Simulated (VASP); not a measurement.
Wanted: the native input for a VASP 6.6.1 run.

* Task: single point
* Functional: PBE
* Potentials or basis: VASP PAW PBE potentials, release 64 (Co)
* Cutoff: 520 eV
* k mesh: 13 × 7 × 13
* Occupations: fermi-dirac, width 0.1 eV
* Spin: collinear spin
* Starting moments: [3.0, 0.0] μB
* Dipole correction: no
* Further INCAR settings: ALGO = Normal; EDIFF = 1e-07; NBANDS = 20; ISYM = 0

The structure of Co lies in POSCAR:

```
Co
1.0
    0.0000000000      1.7844000000      1.7844000000
    3.5688000000      0.0000000000      3.5688000000
    1.7844000000      1.7844000000      0.0000000000
Co
2
Direct
    0.0000000000      0.0000000000      0.0000000000
    0.0000000000      0.5000000000      0.0000000000
```

These files were run (other wordings do the same):

INCAR

```
  PREC = Accurate
  ENCUT = 520
  EDIFF = 1E-7
  ISMEAR = -1
  SIGMA = 0.1
  LREAL = F
  LASPH = T
  NELM = 150
  ALGO = Normal
  ISIF = 2
  LWAVE = F
  LCHARG = F
  ISPIN = 2
  MAGMOM = 3 0
  LORBIT = 11
  LMAXMIX = 4
  GGA = PE
  ISYM = 0
  NBANDS = 20
```

KPOINTS

```
regular mesh
0
Gamma
  13 7 13
```

Potentials or basis: VASP PAW PBE potentials, release 64 (Co).

Command:

```sh
$ cat potpaw_PBE.64/Co/POTCAR > POTCAR
$ mpirun -np 1 vasp_std > vasp.out
```

It gave:

The pressure is -13.2 GPa, the band gap on the k mesh is zero (filled and empty bands overlap) and the net moment is 0.00 μB per cell. The site moments are Co +1.11, -1.11 μB and the valence electrons inside the program's atomic spheres are Co 8.19.

Run time: 14 min on 1 thread of Intel(R) Xeon(R) 6975P-C (Granite Rapids), on a shared host, peak memory 0.48 GiB.
